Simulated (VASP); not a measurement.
HfZrS4, 6 atoms in the cell. Symmetry: P2/m, No. 10, monoclinic system. The conventional cell has a = 6.352 Å, b = 3.669 Å, c = 6.787 Å, α = 90.00°, β = 90.02°, γ = 90.00°. Zr (site symmetry 2/m) has 6 S at 2.57 to 2.58 Å within 3.4 Å. Within 3.4 Å of Hf (site symmetry 2/m) lie 6 S at 2.55 to 2.56 Å. S (site symmetry m) has 2 Hf at 2.56 Å and 1 Zr at 2.58 Å within 3.4 Å. Within 3.4 Å of S (site symmetry m) lie 1 Hf at 2.55 Å and 2 Zr at 2.57 Å. 

| Item | Value |
| --- | --- |
| Program | VASP 6.6.1 |
| Task | single point |
| Functional | PBE |
| Potentials or basis | VASP PAW PBE potentials, release 64 (Zr_sv, Hf_pv, S) |
| Cutoff | 520 eV |
| k mesh | 4 × 8 × 4 |
| Occupations | gaussian, width 0.02 eV |
| Spin | no spin polarisation |
| Dipole correction | no |
| Further INCAR settings | ALGO = Normal; EDIFF = 1e-06; NBANDS = 32 |

Potentials or basis: VASP PAW PBE potentials, release 64 (Zr_sv, Hf_pv, S).

Run with:

```bash
$ cat potpaw_PBE.64/Zr_sv/POTCAR potpaw_PBE.64/Hf_pv/POTCAR potpaw_PBE.64/S/POTCAR > POTCAR
$ mpirun -np 1 vasp_std > vasp.out
```

Hardware: 1 thread of Intel Xeon 8259CL, with other jobs on the host.

Question: How long does it take, and how much memory?

Answer: Wall time 13 min on 1 thread of Intel Xeon 8259CL, on a shared host, peak memory 0.4 GiB. Counts: scf iterations 15, k points 50.
